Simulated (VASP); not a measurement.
# SnO2 (Pnnm) in VASP: a series of runs

Runs on SnO2. Level: LDA. Tasks: single point.

All numbers are computed with VASP 6.6.1; they aren't measurements. Logs are shortened: lines on timing, memory, paths and dates and some standing lists are left out, and cuts for length are marked.

## (1) The cell of the first run

The structure is orthorhombic, space group Pnnm (No. 58). The conventional cell has a = 4.830 Å, b = 4.831 Å, c = 3.263 Å, α = 90.00°, β = 90.00°, γ = 90.00°. Within 2.7 Å of Sn (site symmetry 2/m) lie 6 O at 2.00 to 2.28 Å. O (site symmetry m) has 3 Sn at 2.00 to 2.28 Å and 1 O at 2.32 Å within 2.7 Å.

## (2) Single point, LDA

INCAR reads:

```
SYSTEM = SnO2
PREC = Accurate
ENCUT = 520
EDIFF = 1E-6
ISMEAR = 0
SIGMA = 0.05
LREAL = .False.
LASPH = .True.
NELM = 80
ALGO = Normal
ISIF = 2
LWAVE = .False.
LCHARG = .False.
GGA = CA
NBANDS = 35
```

KPOINTS reads:

```
regular mesh
0
Gamma
  6 6 8
  0 0 0
```

POSCAR reads:

```
SnO2
1.0
    4.8299657324      0.0000000000      0.0000000000
    0.0000000000      4.8305590713      0.0000000000
    0.0000000000      0.0000000000      3.2631512253
Sn O
2 4
Direct
    0.5000000000      0.5000000000      0.5000000000
    0.0000000000      0.0000000000      0.0000000000
    0.3059833077      0.3580510778      0.0000000000
    0.8059833077      0.1419489222      0.5000000000
    0.1940166923      0.8580510778      0.5000000000
    0.6940166923      0.6419489222      0.0000000000
```

Potentials or basis: VASP PAW LDA potentials, release 64 (Sn_d, O).

The run is started by

```sh
cat potpaw_LDA.64/Sn_d/POTCAR potpaw_LDA.64/O/POTCAR > POTCAR
mpirun -np 1 vasp_std > vasp.out
```

OUTCAR:

```text
SYSTEM = SnO2
   PREC = Accurate
   ENCUT = 520
   EDIFF = 1E-6
   ISMEAR = 0
   LREAL = .False.
   LASPH = .True.
   NELM = 80
   ISIF = 2
   GGA = CA

 ion  position               nearest neighbor table
   1  0.500  0.500  0.500-   6 2.00   6 2.00   3 2.00   3 2.00   5 2.28   4 2.28
   2  0.000  0.000  0.000-   4 2.00   4 2.00   5 2.00   5 2.00   3 2.28   6 2.28
   3  0.306  0.358  0.000-   1 2.00   1 2.00   2 2.28
   4  0.806  0.142  0.500-   2 2.00   2 2.00   1 2.28
   5  0.194  0.858  0.500-   2 2.00   2 2.00   1 2.28
   6  0.694  0.642  0.000-   1 2.00   1 2.00   2 2.28

  LATTYP: Found a simple orthorhombic cell.
 ALAT       =     3.2631512253
 B/A-ratio  =     1.4801538142
 C/A-ratio  =     1.4803356442

  Lattice vectors:

 A1 = (   0.0000000000,   0.0000000000,   3.2631512253)
 A2 = (   4.8299657324,   0.0000000000,   0.0000000000)
 A3 = (   0.0000000000,   4.8305590713,   0.0000000000)

Analysis of symmetry for initial positions (statically):
=====================================================================
 Subroutine PRICEL returns:
 Original cell was already a primitive cell.

 Routine SETGRP: Setting up the symmetry group for a
 simple orthorhombic supercell.

 Subroutine GETGRP returns: Found  8 space group operations
 (whereof  4 operations were pure point group operations)
 out of a pool of  8 trial point group operations.

The static configuration has the point symmetry C_2h.
 The point group associated with its full space group is D_2h.

Analysis of symmetry for dynamics (positions and initial velocities):
=====================================================================
 Subroutine PRICEL returns:
 Original cell was already a primitive cell.

 Routine SETGRP: Setting up the symmetry group for a
 simple orthorhombic supercell.

 Subroutine GETGRP returns: Found  8 space group operations
 (whereof  4 operations were pure point group operations)
 out of a pool of  8 trial point group operations.

The dynamic configuration has the point symmetry C_2h.
 The point group associated with its full space group is D_2h.

 Subroutine INISYM returns: Found  8 space group operations
 (whereof  4 operations are pure point group operations),
 and found     1 'primitive' translations

----------------------------------------------------------------------------------------

                                     Primitive cell

  volume of cell :      76.1340

  direct lattice vectors                    reciprocal lattice vectors
     4.829965732  0.000000000  0.000000000     0.207040806  0.000000000  0.000000000
     0.000000000  4.830559071  0.000000000     0.000000000  0.207015375  0.000000000
     0.000000000  0.000000000  3.263151225     0.000000000  0.000000000  0.306452239

  length of vectors
     4.829965732  4.830559071  3.263151225     0.207040806  0.207015375  0.306452239

  position of ions in fractional coordinates (direct lattice)
     0.500000000  0.500000000  0.500000000
     0.000000000  0.000000000  0.000000000
     0.305983308  0.358051078  0.000000000
     0.805983308  0.141948922  0.500000000
     0.194016692  0.858051078  0.500000000
     0.694016692  0.641948922  0.000000000

  ion indices of the primitive-cell ions
   primitive index   ion index
                 1           1
                 2           2
                 3           3
                 4           4
                 5           5
                 6           6

----------------------------------------------------------------------------------------

 KPOINTS: regular mesh

Automatic generation of k-mesh.
 Grid dimensions read from file:
 generate k-points for:    6    6    8

 Generating k-lattice:

  Cartesian coordinates                     Fractional coordinates (reciprocal lattice)
     0.034506801  0.000000000  0.000000000     0.166666667  0.000000000  0.000000000
     0.000000000  0.034502563  0.000000000     0.000000000  0.166666667  0.000000000
     0.000000000  0.000000000  0.038306530     0.000000000  0.000000000  0.125000000

  Length of vectors
     0.034506801  0.034502563  0.038306530

  Shift w.r.t. Gamma in fractional coordinates (k-lattice)
     0.000000000  0.000000000  0.000000000

 Subroutine IBZKPT returns following result:
 ===========================================

 Found     80 irreducible k-points:

 Following reciprocal coordinates:
            Coordinates               Weight
  0.000000  0.000000  0.000000      1.000000
  0.166667  0.000000  0.000000      2.000000
  0.333333  0.000000  0.000000      2.000000
  0.500000  0.000000  0.000000      1.000000
  0.000000  0.166667  0.000000      2.000000
  0.166667  0.166667  0.000000      4.000000
[... 16 lines left out ...]
  0.333333  0.166667  0.125000      8.000000
  0.500000  0.166667  0.125000      4.000000
 [... further k-points ...]
   k-points           NKPTS =     80   k-points in BZ     NKDIM =     80   number of bands    NBANDS=     35
   number of dos      NEDOS =    301   number of ions     NIONS =      6
   total plane-waves  NPLWV =  31104
   dimension x,y,z NGX =    36 NGY =   36 NGZ =   24
   dimension x,y,z NGXF=    72 NGYF=   72 NGZF=   48
   ions per type =               2   4
   NGX,Y,Z   is equivalent  to a cutoff of  12.39, 12.39, 12.23 a.u.
   NGXF,Y,Z  is equivalent  to a cutoff of  24.78, 24.78, 24.45 a.u.
 SYSTEM =  SnO2
   PREC   = accura    normal or accurate (medium, high low for compatibility)
   ISTART =      0    job   : 0-new  1-cont  2-samecut
   ICHARG =      2    charge: 1-file 2-atom 10-const
   ISPIN  =      1    spin polarized calculation?
   LNONCOLLINEAR =      F non collinear calculations
   LSORBIT =      F    spin-orbit coupling
   LASPH  =      T    aspherical Exc in radial PAW
   ENCUT  =  520.0 eV  38.22 Ry    6.18 a.u.   8.98  8.98  6.07*2*pi/ulx,y,z
   NELM   =     80;   NELMIN=  2; NELMDL= -5     # of ELM steps
   EDIFF  = 0.1E-05   stopping-criterion for ELM
   LREAL  =      F    real-space projection
   EDIFFG = 0.1E-04   stopping-criterion for IOM
   NSW    =      0    number of steps for IOM
   IBRION =     -1    ionic relax: 0-MD 1-quasi-New 2-CG
   NFREE  =      0    steps in history (QN), initial steepest desc. (CG)
   ISIF   =      2    stress and relaxation
   ISYM   =      2    0-nonsym 1-usesym 2-fastsym
   POTIM  = 0.5000    time-step for ionic-motion
   TEBEG  =    0.0;   TEEND  =   0.0 temperature during run
   PSTRESS=    0.0 pullay stress
   NELECT =      52.0000    total number of electrons
   NUPDOWN=      -1.0000    fix difference up-down
   EMIN   =  10.00;   EMAX   =-10.00  energy-range for DOS
   EFERMI =   0.00;   METHOD = LEGACY
   ISMEAR =     0;   SIGMA  =   0.05  broadening in eV -4-tet -1-fermi 0-gaus
   EFERMI_NEDOS =   21; number of points for ismear=-14 and -15
   IALGO  =     38    algorithm
   IMIX   =      4    mixing-type and parameters
     AMIX     =   0.40;   BMIX     =  1.00
     AMIX_MAG =   1.60;   BMIX_MAG =  1.00
  volume/ion in A,a.u.               =      12.69        85.63
  Fermi-wavevector in a.u.,A,eV,Ry     =   1.441727  2.724469 28.280758  2.078577
  Thomas-Fermi vector in A             =   2.560327
   LORBIT       =      0    0 simple, 1 ext, 2 COOP (PROOUT), +10 PAW based schemes
   GGA     = CA    functional components
   LHFCALC =     F    Hartree Fock is set to
   AEXX    =    0.0000 exact exchange contribution
   IVDW    =     0    specifies the selected vdW correction
   LEPSILON=     F    determine dielectric tensor
   LRPA    =     F    only Hartree local field effects (RPA)
 non-spin polarized calculation
 Gauss-broadening in eV      SIGMA  =   0.05
  energy-cutoff  :      520.00
  volume of cell :       76.13
 maximum number of plane-waves:      2080
 NGX is ok and might be reduce to    36
   NGX = 17   NGY = 17   NGZ = 13

 number of electron      51.9999993 magnetization

 Free energy of the ion-electron system (eV)
  ---------------------------------------------------
  ext. energy  EPLUGINS =         0.00000000
  ---------------------------------------------------
  free energy    TOTEN  =       -40.97314013 eV

  energy without entropy =      -40.97314013  energy(sigma->0) =      -40.97314013

 E-fermi :   5.2300     XC(G=0): -11.4333

 val. band max:        4.9994419831   @ k =   0.1667   0.0000   0.0000
 cond. band min:       5.9476551744   @ k =   0.0000   0.0000   0.0000
 fundamental gap:      0.9482131914
 Fermi energy:         5.2299796248

 k-point     1 :       0.0000    0.0000    0.0000
  band No.  band energies     occupation
      1     -15.8763      2.00000
      2     -15.5303      2.00000
      3     -14.9409      2.00000
      4     -14.9283      2.00000
      5     -14.8747      2.00000
      6     -14.8031      2.00000
[... 27 lines left out ...]
     34      16.0940      0.00000
     35      16.3897      0.00000

 k-point     2 :       0.1667    0.0000    0.0000
  band No.  band energies     occupation
      1     -15.8513      2.00000
      2     -15.5481      2.00000
      3     -14.9395      2.00000
      4     -14.9285      2.00000
      5     -14.8717      2.00000
      6     -14.7983      2.00000
[... 27 lines left out ...]
     34      16.5835      0.00000
     35      16.6507      0.00000

 k-point     3 :       0.3333    0.0000    0.0000
  band No.  band energies     occupation
      1     -15.7828      2.00000
      2     -15.6038      2.00000
      3     -14.9360      2.00000
      4     -14.9296      2.00000
      5     -14.8616      2.00000
      6     -14.8052      2.00000
[... 27 lines left out ...]
     34      17.1242      0.00000
     35      17.3719      0.00000

 k-point     4 :       0.5000    0.0000    0.0000
  band No.  band energies     occupation
      1     -15.6904      2.00000
      2     -15.6904      2.00000
      3     -14.9321      2.00000
      4     -14.9321      2.00000
      5     -14.8405      2.00000
      6     -14.8405      2.00000
[... 27 lines left out ...]
     34      17.1121      0.00000
     35      17.9187      0.00000

 k-point     5 :       0.0000    0.1667    0.0000
  band No.  band energies     occupation
      1     -15.8528      2.00000
      2     -15.5502      2.00000
      3     -14.9394      2.00000
      4     -14.9285      2.00000
      5     -14.8725      2.00000
      6     -14.7983      2.00000
[... 638 lines left out ...]
 k-point    22 :       0.1667    0.1667    0.1250
  band No.  band energies     occupation
      1     -15.7296      2.00000
      2     -15.4451      2.00000
      3     -15.0909      2.00000
      4     -15.0807      2.00000
      5     -14.8465      2.00000
      6     -14.7887      2.00000
[... 27 lines left out ...]
     34      16.2419      0.00000
     35      17.7099      0.00000

 k-point    23 :       0.3333    0.1667    0.1250
  band No.  band energies     occupation
      1     -15.6729      2.00000
      2     -15.5065      2.00000
      3     -15.0942      2.00000
      4     -15.0843      2.00000
      5     -14.8345      2.00000
      6     -14.7925      2.00000
[... 27 lines left out ...]
     34      16.7001      0.00000
     35      17.7037      0.00000

 k-point    24 :       0.5000    0.1667    0.1250
  band No.  band energies     occupation
      1     -15.5912      2.00000
      2     -15.5912      2.00000
      3     -15.0908      2.00000
      4     -15.0908      2.00000
      5     -14.8156      2.00000
      6     -14.8156      2.00000
[... 27 lines left out ...]
     34      17.1294      0.00000
     35      17.4764      0.00000

 [... further k-points ...]
[... 5 lines left out ...]
  --------------------------------------------------------------------------------------
  -------------------------------------------------------------------------------------
  Total        1.4788616     -3.0070524     -0.8760931      0.0000000      0.0000000      0.0000000
  in kB       31.1214247    -63.2809422    -18.4366577      0.0000000      0.0000000      0.0000000
  external PRESSURE =     -16.8653917 kB  Pullay stress =       0.0000000 kB

 VOLUME and BASIS-vectors are now :
 -----------------------------------------------------------------------------
  energy-cutoff  :      520.00
  volume of cell :       76.13
      direct lattice vectors                 reciprocal lattice vectors
     4.829965732  0.000000000  0.000000000     0.207040806  0.000000000  0.000000000
     0.000000000  4.830559071  0.000000000     0.000000000  0.207015375  0.000000000
     0.000000000  0.000000000  3.263151225     0.000000000  0.000000000  0.306452239

 POSITION                                       TOTAL-FORCE (eV/Angst)
 -----------------------------------------------------------------------------------
      2.41498      2.41528      1.63158         0.000000      0.000000      0.000000
      0.00000      0.00000      0.00000         0.000000      0.000000      0.000000
      1.47789      1.72959      0.00000        -2.557338     -2.393562     -0.000000
      3.89287      0.68569      1.63158        -2.557338      2.393562      0.000000
      0.93709      4.14487      1.63158         2.557338     -2.393562     -0.000000
      3.35208      3.10097      0.00000         2.557338      2.393562     -0.000000
 -----------------------------------------------------------------------------------
    total drift:                                0.000000     -0.000000     -0.000000

  FREE ENERGIE OF THE ION-ELECTRON SYSTEM (eV)
  ---------------------------------------------------
  free  energy   TOTEN  =       -40.9731401295 eV

  energy  without entropy=      -40.9731401295  energy(sigma->0) =      -40.97314013
```

Run time: 85 s. Hardware: 1 thread of AMD EPYC 9R45 (Zen 5), shared host; peak memory 0.24 GiB.

What came out:

```yaml
Free_energy: -40.9731 eV
Pressure: -1.7 GPa
Largest_force: 3.503 eV/Å
Band_gap_on_the_k_mesh: 0.95 eV, indirect (the least direct gap lies 3.1 meV higher)
```

Forces in eV/Å, atoms in the order of the input:
```
Sn   0.000  0.000  0.000
Sn   0.000  0.000  0.000
O   -2.557 -2.394  0.000
O   -2.557  2.394  0.000
O    2.557 -2.394  0.000
O    2.557  2.394  0.000
```

Stress tensor (GPa, compression positive):
```
 3.11  0.00  0.00
 0.00 -6.33  0.00
 0.00  0.00 -1.84
```

Levels at points of the mesh, in eV from the valence-band top:
```csv
k point,band 23,band 24,band 25,band 26,band 27,band 28,band 29,band 30
"(0.00, 0.00, 0.00)",-0.92,-0.47,-0.37,0.00,0.95,4.54,6.10,6.33
"(0.50, 0.00, 0.00)",-1.01,-1.01,-0.38,-0.38,3.54,3.54,5.92,5.92
"(0.00, 0.50, 0.00)",-1.01,-1.01,-0.64,-0.64,3.80,3.80,6.68,6.68
"(0.50, 0.50, 0.00)",-1.00,-1.00,-0.64,-0.64,3.59,3.59,6.65,6.65
"(0.00, 0.00, 0.50)",-1.29,-1.29,-0.92,-0.92,6.12,6.12,8.54,8.54
"(0.50, 0.00, 0.50)",-0.81,-0.81,-0.31,-0.31,6.44,6.44,7.19,7.19
"(0.00, 0.50, 0.50)",-0.95,-0.95,-0.25,-0.25,6.34,6.34,6.78,6.78
"(0.50, 0.50, 0.50)",-1.13,-1.13,-0.57,-0.57,5.58,5.58,7.47,7.47
```

Caveat: spin-orbit coupling is left out, which moves the levels of the heavy elements; forces of over 1 eV/Å act on the atoms, so gaps and moduli don't describe the material at rest.

[end of part 1 of 2]
